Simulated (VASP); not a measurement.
## AgCl: single point with PBE

Crystal: AgCl.

```xyz
2
Lattice="0.0000 2.5815 2.9183 2.5815 0.0000 2.9183 2.5815 2.5815 0.0000" Properties=species:S:1:pos:R:3 pbc="T T T"
Ag    2.5815    2.5815    2.9183
Cl    0.0000    0.0000    0.0000
```

This cell differs from its parent crystal: strain -0.080 along x and y, +0.040 along z.

```yaml
Program: VASP 6.6.1
Task: single point
Functional: PBE
Potentials_or_basis: VASP PAW PBE potentials, release 64 (Ag, Cl)
Cutoff: 520 eV
k_mesh: 8 × 8 × 8
Occupations: gaussian, width 0.05 eV
Spin: no spin polarisation
Dipole_correction: no
Further_INCAR_settings: ALGO = Normal; EDIFF = 1e-07; NBANDS = 16
```

| Property | Result |
| --- | --- |
| Pressure | 9.2 GPa |
| Band gap on the k mesh | 0.55 eV, indirect (least direct gap 3.44 eV) |

Stress tensor (GPa, compression positive):
```
11.78  0.00  0.00
 0.00 11.78  0.00
 0.00  0.00  4.00
```

Levels at points of the mesh, in eV from the valence-band top:
| k point | band 7 | band 8 | band 9 | band 10 | band 11 | band 12 |
| --- | --- | --- | --- | --- | --- | --- |
| (0.00, 0.00, 0.00) | -3.27 | -3.27 | -3.05 | 0.55 | 10.22 | 10.55 |
| (0.50, 0.00, 0.00) | -2.48 | -0.93 | 0.00 | 3.44 | 6.52 | 6.78 |
| (0.50, 0.50, 0.00) | -2.79 | -2.79 | -2.65 | 1.98 | 7.64 | 7.99 |
| (0.50, 0.00, 0.50) | -2.88 | -2.71 | -2.53 | 1.74 | 7.24 | 8.83 |

Wall time 50 s on 1 thread of AMD EPYC 7R43 64-Core Processor (Zen 3), with other jobs on the host, peak memory 0.15 GiB.

Caveat: the cell differs from its parent crystal (strain -0.080 along x and y, +0.040 along z). A k mesh can miss the band edges.
